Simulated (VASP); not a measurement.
SiC (Moissanite 3C), 2 atoms in the cell. The structure is cubic, space group F-43m (No. 216). The conventional cell has a = 4.269 Å, b = 4.269 Å, c = 4.269 Å, α = 90.00°, β = 90.00°, γ = 90.00°. Si (site symmetry -43m) has 4 C at 1.85 Å within 2.5 Å. Within 2.5 Å of C (site symmetry -43m) lie 4 Si at 1.85 Å.  This cell differs from its parent crystal: volume scaled by 0.94, then relaxed in part.

```yaml
Program: VASP 6.6.1
Task: single point
Functional: PBE
Potentials_or_basis: VASP PAW PBE potentials, release 64 (Si, C)
Cutoff: 520 eV
k_mesh: 17 × 17 × 17
Occupations: fermi-dirac, width 0.02 eV
Spin: no spin polarisation
Dipole_correction: no
Further_INCAR_settings: ALGO = Normal; EDIFF = 1e-07; NBANDS = 11
```

Potentials or basis: VASP PAW PBE potentials, release 64 (Si, C).

The run is started by

```bash
$ cat potpaw_PBE.64/Si/POTCAR potpaw_PBE.64/C/POTCAR > POTCAR
$ mpirun -np 1 vasp_std > vasp.out
```

Hardware: 1 thread of Intel(R) Xeon(R) Platinum 8259CL CPU @ 2.50GHz (Skylake/Cascade Lake), on a shared host.

Q: Estimate the wall time of this run.

A: Run time: 36 s on 1 thread of Intel(R) Xeon(R) Platinum 8259CL CPU @ 2.50GHz (Skylake/Cascade Lake), with other jobs on the host, peak memory 0.15 GiB. Counts: scf iterations 13, k points 165.
